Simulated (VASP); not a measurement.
Wanted: the native input for a VASP 6.6.1 run.

```
Task                   : single point
Functional             : PBE
Potentials or basis    : VASP PAW PBE potentials, release 64 (Hf_pv, F)
Cutoff                 : 520 eV
k mesh                 : 3 × 3 × 3
Occupations            : gaussian, width 0.2 eV
Spin                   : no spin polarisation
Dipole correction      : no
Further INCAR settings : ALGO = Normal; EDIFF = 1e-06; NBANDS = 40
```

The structure of Hf4F3 lies in POSCAR:

```
Hf4F3
1.0
    4.9954848845      0.0000000000      0.0000000000
    0.0000000000      4.9954848845      0.0000000000
    0.0000000000      0.0000000000      4.9954848845
Hf F
4 3
Direct
    0.2922732211      0.7077267789      0.2922732211
    0.7077267789      0.2922732211      0.2922732211
    0.2922732211      0.2922732211      0.7077267789
    0.7077267789      0.7077267789      0.7077267789
    0.0000000000      0.0000000000      0.5000000000
    0.5000000000      0.0000000000      0.0000000000
    0.0000000000      0.5000000000      0.0000000000
```

The cell was generated, and may not be a known phase.

The input as run:

INCAR

```
PREC = Accurate
ENCUT = 520
EDIFF = 1E-6
ISMEAR = 0
SIGMA = 0.2
LREAL = F
LASPH = T
NELM = 100
ALGO = Normal
ISIF = 2
LWAVE = F
LCHARG = F
GGA = PE
NBANDS = 40
```

KPOINTS

```
Automatic mesh
0
Gamma
  3 3 3
```

Potentials or basis: VASP PAW PBE potentials, release 64 (Hf_pv, F).

Run with:

```console
$ cat potpaw_PBE.64/Hf_pv/POTCAR potpaw_PBE.64/F/POTCAR > POTCAR
$ mpirun -np 1 vasp_std > vasp.out
```

It gave:

- Pressure: -1.5 GPa
- Largest force: 0.018 eV/Å
- Band gap on the k mesh: zero (an odd number of electrons rules out a gap without spin polarisation)

Caveat: the k points lie up to 0.42 Å⁻¹ apart, too coarse for converged energies and pressures of a metal; spin-orbit coupling is left out, which moves the levels of the heavy elements; an odd number of electrons without spin polarisation forces a metal; a magnetic or distorted state may lie lower.

Wall time 16 s on 1 thread of Intel(R) Xeon(R) 6975P-C (Granite Rapids) (shared host), peak memory 0.23 GiB.
